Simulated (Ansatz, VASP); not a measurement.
Al3H8 in VASP and in Ansatz

INCAR

```
SYSTEM = Al3H8
PREC = Accurate
ENCUT = 600
EDIFF = 1E-6
ISMEAR = 0
SIGMA = 0.1
LREAL = .FALSE.
LASPH = .TRUE.
NELM = 60
ALGO = Normal
ISIF = 3
LWAVE = .FALSE.
LCHARG = .FALSE.
GGA = PE
IBRION = 2
NSW = 90
EDIFFG = -0.04
```

The input KPOINTS:

```
Automatic mesh
0
G
  6 6 4
  0 0 0
```

Contents of POSCAR:

```
Al3H8
1.0
    3.9723659000      0.0000000000      0.0000000000
   -1.9861829500      3.4401697800      0.0000000000
    0.0000000000      0.0000000000      6.8681996000
Al H
3 8
Direct
    0.0000000000      0.0000000000      0.0000000000
    0.3333333300      0.6666666700      0.9072665300
    0.6666666700      0.3333333300      0.0927334700
    0.0879956000      0.7019334200      0.6624982300
    0.2980665800      0.3860621800      0.6624982300
    0.6139378200      0.9120044000      0.6624982300
    0.9120044000      0.2980665800      0.3375017700
    0.7019334200      0.6139378200      0.3375017700
    0.3860621800      0.0879956000      0.3375017700
    0.3333333300      0.6666666700      0.2043198300
    0.6666666700      0.3333333300      0.7956801700
```

Input for Ansatz:

```yaml
crystal:
  lattice:
    - [3.9723659, 0.0, 0.0]
    - [-1.98618295, 3.44016978, 0.0]
    - [0.0, 0.0, 6.8681996]
  atoms:
    - { symbol: Al, position: [0.0, 0.0, 0.0] }
    - { symbol: Al, position: [0.33333333, 0.66666667, 0.90726653] }
    - { symbol: Al, position: [0.66666667, 0.33333333, 0.09273347] }
    - { symbol: H, position: [0.0879956, 0.70193342, 0.66249823] }
    - { symbol: H, position: [0.29806658, 0.38606218, 0.66249823] }
    - { symbol: H, position: [0.61393782, 0.9120044, 0.66249823] }
    - { symbol: H, position: [0.9120044, 0.29806658, 0.33750177] }
    - { symbol: H, position: [0.70193342, 0.61393782, 0.33750177] }
    - { symbol: H, position: [0.38606218, 0.0879956, 0.33750177] }
    - { symbol: H, position: [0.33333333, 0.66666667, 0.20431983] }
    - { symbol: H, position: [0.66666667, 0.33333333, 0.79568017] }
basis:
  ecutwfc: 420
kpoints:
  mp_grid: { grid: [6, 6, 4] }
hamiltonian:
  xc: pbe
scf:
  occupations: { method: gaussian, width: 0.1 }
  lower_state_search: "off"
output:
  forces: true
  stress: true
  eigenvalues: true
relax:
  adjacent_minimum: "off"
  f_tol: 0.04
  max_steps: 70
  cell: { stress_tol: 0.4 }
```

Alike in both runs: task relaxation of cell and atoms; functional PBE; k mesh 6 × 6 × 4; occupations gaussian, width 0.1 eV; no spin polarisation.

|  | VASP | Ansatz |
| --- | --- | --- |
| version | VASP 6.6.1 | Ansatz 0.2.0 |
| potentials or method | VASP PAW PBE potentials, release 64 (Al, H), cutoff 600 eV | scalar-relativistic, plane waves, PAW |
| valence electrons in the cell | 17 | 17 |

```csv
,VASP,Ansatz,Ansatz less VASP
"gap on the k mesh at the Fermi level, each at its own relaxed structure (eV)",none,none,-
relaxed volume (Å³/atom),9.40,10.85,+1.447
relaxed cell length with the largest relative difference (Å),5.357,6.841,+1.4845
```

A gap of «none» marks a metal or a gap that the smearing closes. One of these differences is far larger than is usual between the two programs; its cause wasn't traced.
